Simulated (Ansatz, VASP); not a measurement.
## One calculation of GeCN2, two programs

File INCAR:

```
SYSTEM = GeCN2
PREC     = Accurate       ! precision mode
ENCUT    = 520            ! plane-wave cutoff, eV
EDIFF    = 1E-6           ! SCF threshold, eV
ISMEAR   = 0              ! smearing method
SIGMA    = 0.05           ! smearing width, eV
LREAL    = .False.        ! projectors in reciprocal space
LASPH    = .True.         ! aspherical terms in the spheres
NELM     = 80             ! most SCF steps
ALGO     = Normal         ! electronic algorithm
ISIF     = 2              ! what is computed and relaxed
LWAVE    = .False.        ! write WAVECAR
LCHARG   = .True.         ! write CHGCAR
LELF     = .True.         ! ELF
LVHAR    = .True.       
NBANDS   = 22             ! bands
```

The input KPOINTS:

```
Automatic mesh
0
Gamma
  12 12 12
  0 0 0
```

File POSCAR:

```
GeCN2
1.0
    1.7462903927      1.0082212283      4.7283744164
   -1.7462903927      1.0082212283      4.7283744164
    0.0000000000     -2.0164424566      4.7283744164
Ge C N
1 1 2
Direct
    0.0000000000      0.0000000000      0.0000000000
    0.5000000000      0.5000000000      0.5000000000
    0.4155196828      0.4155196828      0.4155196828
    0.5844803172      0.5844803172      0.5844803172
```

Input for Ansatz:

```yaml
crystal:
  lattice:
    - [1.7462903927, 1.0082212283, 4.7283744164]
    - [-1.7462903927, 1.0082212283, 4.7283744164]
    - [0.0, -2.0164424566, 4.7283744164]
  atoms:
    - { symbol: Ge, position: [0.0, 0.0, 0.0] }
    - { symbol: C, position: [0.5, 0.5, 0.5] }
    - { symbol: "N", position: [0.4155196828, 0.4155196828, 0.4155196828] }
    - { symbol: "N", position: [0.5844803172, 0.5844803172, 0.5844803172] }
basis:
  ecutwfc: 420
kpoints:
  mp_grid: { grid: [12, 12, 12] }
hamiltonian:
  xc: lda
scf:
  occupations: { method: gaussian, width: 0.05 }
output:
  forces: true
  stress: true
  eigenvalues: true
```

Alike in both runs: task single point; functional LDA; k mesh 12 × 12 × 12; occupations gaussian, width 0.05 eV; no spin polarisation.

```csv
,VASP,Ansatz
version,VASP 6.6.1,Ansatz 0.2.0
potentials or method,"VASP PAW LDA potentials, release 64 (Ge_d, C, N), cutoff 520 eV","scalar-relativistic, plane waves, PAW"
valence electrons in the cell,28,28
```

Ansatz gave:

* gap on the k mesh at the Fermi level (eV): 0.52
* least direct gap on the mesh (eV): 1.27
* pressure (GPa): 7.7
* traceless stress, the component that is largest in VASP (GPa): 16.77
* rms of the force components (eV/Å): 1.140

Estimate VASP's values.

gap on the k mesh at the Fermi level (eV): 0.50; least direct gap on the mesh (eV): 1.21; pressure (GPa): 8.1; traceless stress, the component that is largest in VASP (GPa): 17.87; rms of the force components (eV/Å): 1.218.

LDA's correlation is that of Perdew and Zunger in VASP and of Perdew and Wang (1992) in Ansatz. Atom by atom the forces differ by 0.079 eV/Å (rms over components).

Noted on VASP's run: the standard files for N, O and F lose accuracy on very short bonds.
